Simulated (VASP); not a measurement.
# Al3GaN4 (Pm) in VASP: a series of runs

Runs on Al3GaN4. Level: PBEsol. Tasks: single point.

All numbers are computed with VASP 6.6.1; they aren't measurements. Logs are shortened: lines on timing, memory, paths and dates and some standing lists are left out, and cuts for length are marked.

### Step 1. The cell of the first run

Symmetry: Pm, No. 6, monoclinic system. The conventional cell has a = 5.043 Å, b = 3.130 Å, c = 5.418 Å, α = 90.00°, β = 90.03°, γ = 90.00°. Al (site symmetry m) has 4 N at 1.88 to 1.91 Å within 2.5 Å. Al (site symmetry m) has 4 N at 1.90 Å within 2.5 Å. Within 2.5 Å of Al (site symmetry m) lie 4 N at 1.90 to 1.91 Å. Within 2.6 Å of Ga (site symmetry m) lie 4 N at 1.93 to 1.96 Å. Within 2.5 Å of N (site symmetry m) lie 3 Al at 1.90 Å and 1 Ga at 1.96 Å. N (site symmetry m) has 4 Al at 1.90 to 1.91 Å within 2.5 Å. Within 2.5 Å of N (site symmetry m) lie 2 Al at 1.88 to 1.90 Å and 2 Ga at 1.93 Å. N (site symmetry m) has 3 Al at 1.89 to 1.91 Å and 1 Ga at 1.94 Å within 2.5 Å.

### Step 2. Single point, PBEsol

Input file INCAR:

```
SYSTEM = Al3GaN4
PREC = Accurate
ENCUT = 520
EDIFF = 1E-7
ISMEAR = 0
SIGMA = 0.02
LREAL = .FALSE.
LASPH = .TRUE.
NELM = 80
ALGO = Normal
ISIF = 2
LWAVE = .FALSE.
LCHARG = .FALSE.
GGA = PS
NBANDS = 31
```

Input file KPOINTS:

```
Automatic mesh
0
G
  6 8 4
  0 0 0
```

Input file POSCAR:

```
Al3GaN4
1.0
    5.0434079696      0.0000000000      0.0000000000
    0.0000000000      3.1300738974      0.0000000000
   -0.0031127205      0.0000000000      5.4179920212
Al Ga N
3 1 4
Direct
    0.5002300429      0.5000000000      0.1673295651
    0.0009207023      0.5000000000      0.8348055940
    0.0010880656      0.0000000000      0.3316926345
    0.4994217140      0.0000000000      0.6662009014
    0.1111724728      0.0000000000      0.6663292515
    0.1224543247      0.5000000000      0.1671578647
    0.6251234802      0.5000000000      0.8401923542
    0.6231881976      0.0000000000      0.3262928346
```

Potentials or basis: VASP PAW PBE potentials, release 64 (Al, Ga_d, N).

Run with:

```bash
cat potpaw_PBE.64/Al/POTCAR potpaw_PBE.64/Ga_d/POTCAR potpaw_PBE.64/N/POTCAR > POTCAR
mpirun -np 1 vasp_std > vasp.out
```

OUTCAR:

```text
SYSTEM = Al3GaN4
   PREC = Accurate
   ENCUT = 520
   EDIFF = 1E-7
   ISMEAR = 0
   LREAL = .FALSE.
   LASPH = .TRUE.
   NELM = 80
   ISIF = 2
   GGA = PS

 ion  position               nearest neighbor table
   1  0.500  0.500  0.167-   7 1.88   8 1.89   8 1.89   6 1.91   2 3.10   3 3.10   3 3.10   3 3.10
                             3 3.10   2 3.10   4 3.12   4 3.12   4 3.13   4 3.13
   2  0.001  0.500  0.835-   5 1.90   5 1.90   7 1.90   6 1.90   1 3.10   4 3.10   4 3.10   1 3.10
                             4 3.11   4 3.11   3 3.11   3 3.11   3 3.14   3 3.14
   3  0.001  0.000  0.332-   5 1.90   6 1.90   6 1.90   8 1.91   1 3.10   1 3.10   4 3.10   1 3.10
                             1 3.10   4 3.11   2 3.11   2 3.11   2 3.14   2 3.14
   4  0.499  0.000  0.666-   7 1.93   7 1.93   8 1.94   5 1.96   3 3.10   2 3.10   2 3.10   2 3.11
                             2 3.11   3 3.11   1 3.12   1 3.12   1 3.13   1 3.13
   5  0.111  0.000  0.666-   2 1.90   2 1.90   3 1.90   4 1.96
   6  0.122  0.500  0.167-   2 1.90   3 1.90   3 1.90   1 1.91
   7  0.625  0.500  0.840-   1 1.88   2 1.90   4 1.93   4 1.93
   8  0.623  0.000  0.326-   1 1.89   1 1.89   3 1.91   4 1.94

  LATTYP: Found a simple monoclinic cell.
 ALAT       =     5.0434079696
 B/A-ratio  =     0.6206267501
 C/A-ratio  =     1.0742721882
 COS(beta)  =    -0.0005745154

  Lattice vectors:

 A1 = (   5.0434079696,   0.0000000000,   0.0000000000)
 A2 = (   0.0000000000,   3.1300738974,   0.0000000000)
 A3 = (  -0.0031127205,   0.0000000000,   5.4179920212)

Analysis of symmetry for initial positions (statically):
=====================================================================
 Subroutine PRICEL returns:
 Original cell was already a primitive cell.

 Routine SETGRP: Setting up the symmetry group for a
 simple monoclinic supercell.

 Subroutine GETGRP returns: Found  2 space group operations
 (whereof  2 operations were pure point group operations)
 out of a pool of  4 trial point group operations.

The static configuration has the point symmetry C_1h.

Analysis of symmetry for dynamics (positions and initial velocities):
=====================================================================
 Subroutine PRICEL returns:
 Original cell was already a primitive cell.

 Routine SETGRP: Setting up the symmetry group for a
 simple monoclinic supercell.

 Subroutine GETGRP returns: Found  2 space group operations
 (whereof  2 operations were pure point group operations)
 out of a pool of  4 trial point group operations.

The dynamic configuration has the point symmetry C_1h.

 Subroutine INISYM returns: Found  2 space group operations
 (whereof  2 operations are pure point group operations),
 and found     1 'primitive' translations

----------------------------------------------------------------------------------------

                                     Primitive cell

  volume of cell :      85.5297

  direct lattice vectors                    reciprocal lattice vectors
     5.043407970  0.000000000  0.000000000     0.198278625  0.000000000  0.000113914
     0.000000000  3.130073897  0.000000000     0.000000000  0.319481275  0.000000000
    -0.003112720  0.000000000  5.417992021     0.000000000  0.000000000  0.184570224

  length of vectors
     5.043407970  3.130073897  5.417992915     0.198278658  0.319481275  0.184570224

  position of ions in fractional coordinates (direct lattice)
     0.500230043  0.500000000  0.167329565
     0.000920702  0.500000000  0.834805594
     0.001088066  0.000000000  0.331692635
     0.499421714  0.000000000  0.666200901
     0.111172473  0.000000000  0.666329252
     0.122454325  0.500000000  0.167157865
     0.625123480  0.500000000  0.840192354
     0.623188198  0.000000000  0.326292835

  ion indices of the primitive-cell ions
   primitive index   ion index
                 1           1
                 2           2
                 3           3
                 4           4
                 5           5
                 6           6
                 7           7
                 8           8

----------------------------------------------------------------------------------------

 KPOINTS: Automatic mesh

Automatic generation of k-mesh.
 Grid dimensions read from file:
 generate k-points for:    6    8    4

 Generating k-lattice:

  Cartesian coordinates                     Fractional coordinates (reciprocal lattice)
     0.033046438  0.000000000  0.000018986     0.166666667  0.000000000  0.000000000
     0.000000000  0.039935159  0.000000000     0.000000000  0.125000000  0.000000000
     0.000000000  0.000000000  0.046142556     0.000000000  0.000000000  0.250000000

  Length of vectors
     0.033046443  0.039935159  0.046142556

  Shift w.r.t. Gamma in fractional coordinates (k-lattice)
     0.000000000  0.000000000  0.000000000

 Subroutine IBZKPT returns following result:
 ===========================================

 Found     70 irreducible k-points:

 Following reciprocal coordinates:
            Coordinates               Weight
  0.000000  0.000000  0.000000      1.000000
  0.166667  0.000000  0.000000      2.000000
  0.333333  0.000000  0.000000      2.000000
  0.500000  0.000000  0.000000      1.000000
  0.000000  0.125000  0.000000      2.000000
  0.166667  0.125000  0.000000      4.000000
[... 16 lines left out ...]
  0.333333  0.000000  0.250000      2.000000
  0.500000  0.000000  0.250000      2.000000
 [... further k-points ...]
   k-points           NKPTS =     70   k-points in BZ     NKDIM =     70   number of bands    NBANDS=     31
   number of dos      NEDOS =    301   number of ions     NIONS =      8
   total plane-waves  NPLWV =  38400
   dimension x,y,z NGX =    40 NGY =   24 NGZ =   40
   dimension x,y,z NGXF=    80 NGYF=   48 NGZF=   80
   ions per type =               3   1   4
   NGX,Y,Z   is equivalent  to a cutoff of  13.19, 12.75, 12.27 a.u.
   NGXF,Y,Z  is equivalent  to a cutoff of  26.37, 25.49, 24.55 a.u.
 SYSTEM =  Al3GaN4
   PREC   = accura    normal or accurate (medium, high low for compatibility)
   ISTART =      0    job   : 0-new  1-cont  2-samecut
   ICHARG =      2    charge: 1-file 2-atom 10-const
   ISPIN  =      1    spin polarized calculation?
   LNONCOLLINEAR =      F non collinear calculations
   LSORBIT =      F    spin-orbit coupling
   LASPH  =      T    aspherical Exc in radial PAW
   ENCUT  =  520.0 eV  38.22 Ry    6.18 a.u.   9.38  5.82 10.07*2*pi/ulx,y,z
   NELM   =     80;   NELMIN=  2; NELMDL= -5     # of ELM steps
   EDIFF  = 0.1E-06   stopping-criterion for ELM
   LREAL  =      F    real-space projection
   EDIFFG = 0.1E-05   stopping-criterion for IOM
   NSW    =      0    number of steps for IOM
   IBRION =     -1    ionic relax: 0-MD 1-quasi-New 2-CG
   NFREE  =      0    steps in history (QN), initial steepest desc. (CG)
   ISIF   =      2    stress and relaxation
   ISYM   =      2    0-nonsym 1-usesym 2-fastsym
   POTIM  = 0.5000    time-step for ionic-motion
   TEBEG  =    0.0;   TEEND  =   0.0 temperature during run
   PSTRESS=    0.0 pullay stress
   NELECT =      42.0000    total number of electrons
   NUPDOWN=      -1.0000    fix difference up-down
   EMIN   =  10.00;   EMAX   =-10.00  energy-range for DOS
   EFERMI =   0.00;   METHOD = LEGACY
   ISMEAR =     0;   SIGMA  =   0.02  broadening in eV -4-tet -1-fermi 0-gaus
   EFERMI_NEDOS =   21; number of points for ismear=-14 and -15
   IALGO  =     38    algorithm
   IMIX   =      4    mixing-type and parameters
     AMIX     =   0.40;   BMIX     =  1.00
     AMIX_MAG =   1.60;   BMIX_MAG =  1.00
  volume/ion in A,a.u.               =      10.69        72.15
  Fermi-wavevector in a.u.,A,eV,Ry     =   1.291573  2.440719 22.696701  1.668160
  Thomas-Fermi vector in A             =   2.423334
   LORBIT       =      0    0 simple, 1 ext, 2 COOP (PROOUT), +10 PAW based schemes
   GGA     = PS    functional components
   LHFCALC =     F    Hartree Fock is set to
   AEXX    =    0.0000 exact exchange contribution
   IVDW    =     0    specifies the selected vdW correction
   LEPSILON=     F    determine dielectric tensor
   LRPA    =     F    only Hartree local field effects (RPA)
 non-spin polarized calculation
 Gauss-broadening in eV      SIGMA  =   0.02
  energy-cutoff  :      520.00
  volume of cell :       85.53
 maximum number of plane-waves:      2328
 NGX is ok and might be reduce to    40
   NGX = 19   NGY = 11   NGZ = 21

 number of electron      41.9999991 magnetization

 Free energy of the ion-electron system (eV)
  ---------------------------------------------------
  ext. energy  EPLUGINS =         0.00000000
  ---------------------------------------------------
  free energy    TOTEN  =       -60.06668216 eV

  energy without entropy =      -60.06668216  energy(sigma->0) =      -60.06668216

 E-fermi :   5.9269     XC(G=0): -11.3207

 val. band max:        5.7787910252   @ k =   0.0000   0.0000   0.0000
 cond. band min:       9.2739804019   @ k =   0.0000   0.0000   0.0000
 fundamental gap:      3.4951893767
 Fermi energy:         5.9269081138

 k-point     1 :       0.0000    0.0000    0.0000
  band No.  band energies     occupation
      1      -9.5587      2.00000
      2      -8.1745      2.00000
      3      -8.1291      2.00000
      4      -7.2067      2.00000
      5      -7.0235      2.00000
      6      -6.9338      2.00000
[... 23 lines left out ...]
     30      16.7060      0.00000
     31      16.7921      0.00000

 k-point     2 :       0.1667    0.0000    0.0000
  band No.  band energies     occupation
      1      -9.4607      2.00000
      2      -8.2044      2.00000
      3      -8.1233      2.00000
      4      -7.2705      2.00000
      5      -7.0237      2.00000
      6      -6.9369      2.00000
[... 740 lines left out ...]
 k-point    24 :       0.5000    0.0000    0.2500
  band No.  band energies     occupation
      1      -8.7876      2.00000
      2      -8.4732      2.00000
      3      -8.1466      2.00000
      4      -7.5833      2.00000
      5      -7.0246      2.00000
      6      -6.9356      2.00000
[... 23 lines left out ...]
     30      16.4743      0.00000
     31      17.1200      0.00000

 [... further k-points ...]

------------------------ aborting loop because EDIFF is reached ----------------------------------------

  FORCE on cell =-STRESS in cart. coord.  units (eV):
  Direction    XX          YY          ZZ          XY          YZ          ZX
  --------------------------------------------------------------------------------------
  -------------------------------------------------------------------------------------
  Total       -0.0169612     -0.0309344     -0.0370958      0.0000000      0.0000000     -0.0058660
  in kB       -0.3177247     -0.5794757     -0.6948926      0.0000000      0.0000000     -0.1098836
  external PRESSURE =      -0.5306977 kB  Pullay stress =       0.0000000 kB

 VOLUME and BASIS-vectors are now :
 -----------------------------------------------------------------------------
  energy-cutoff  :      520.00
  volume of cell :       85.53
      direct lattice vectors                 reciprocal lattice vectors
     5.043407970  0.000000000  0.000000000     0.198278625  0.000000000  0.000113914
     0.000000000  3.130073897  0.000000000     0.000000000  0.319481275  0.000000000
    -0.003112720  0.000000000  5.417992021     0.000000000  0.000000000  0.184570224

 POSITION                                       TOTAL-FORCE (eV/Angst)
 -----------------------------------------------------------------------------------
      2.52234      1.56504      0.90659         0.004252      0.000000      0.002419
      0.00204      1.56504      4.52297         0.001003      0.000000      0.003469
      0.00446      0.00000      1.79711         0.000029      0.000000     -0.001285
      2.51671      0.00000      3.60947         0.002215      0.000000      0.002567
      0.55861      0.00000      3.61017         0.008880      0.000000     -0.001115
      0.61707      1.56504      0.90566        -0.001603      0.000000     -0.001491
      3.15014      1.56504      4.55216        -0.010060      0.000000     -0.012098
      3.14198      0.00000      1.76785        -0.004716      0.000000      0.007533
 -----------------------------------------------------------------------------------
    total drift:                               -0.000513      0.000000     -0.001284

  FREE ENERGIE OF THE ION-ELECTRON SYSTEM (eV)
  ---------------------------------------------------
  free  energy   TOTEN  =       -60.0666821647 eV

  energy  without entropy=      -60.0666821647  energy(sigma->0) =      -60.06668216
```

It took 99 s on 1 thread of Intel Xeon Platinum 8559C (Emerald Rapids), shared host; peak memory 0.29 GiB.

What came out:

| Property | Result |
| --- | --- |
| Free energy | -60.0667 eV |
| Pressure | -0.1 GPa |
| Largest force | 0.016 eV/Å |
| Band gap on the k mesh | 3.50 eV |

Forces in eV/Å, atoms in the order of the input:
```
Al   0.004  0.000  0.002
Al   0.001  0.000  0.003
Al   0.000  0.000 -0.001
Ga   0.002  0.000  0.003
N    0.009  0.000 -0.001
N   -0.002  0.000 -0.001
N   -0.010  0.000 -0.012
N   -0.005  0.000  0.008
```

Levels at points of the mesh, in eV from the valence-band top:
```tsv
k point	band 18	band 19	band 20	band 21	band 22	band 23	band 24	band 25
(0.00, 0.00, 0.00)	-0.74	-0.09	-0.01	0.00	3.50	5.42	5.87	5.97
(0.50, 0.00, 0.00)	-0.66	-0.66	-0.32	-0.27	4.80	5.18	5.65	6.05
(0.00, 0.50, 0.00)	-1.90	-1.82	-1.56	-1.49	5.61	5.62	7.57	7.70
(0.50, 0.50, 0.00)	-1.19	-1.17	-1.15	-0.90	6.10	6.44	6.47	6.49
(0.00, 0.00, 0.50)	-0.57	-0.55	-0.40	-0.21	5.49	5.76	6.94	7.35
(0.50, 0.00, 0.50)	-1.21	-1.16	-1.13	-0.75	5.86	6.11	6.27	6.40
(0.00, 0.50, 0.50)	-1.95	-1.86	-0.78	-0.64	5.16	5.57	5.75	5.87
(0.50, 0.50, 0.50)	-1.52	-1.43	-1.41	-1.19	4.66	5.07	5.12	5.15
```

Caveat: the PAW data sets were made with another functional, which shifts forces and pressure a little. A k mesh can miss the band edges.

(Continued in part 2 of 2.)
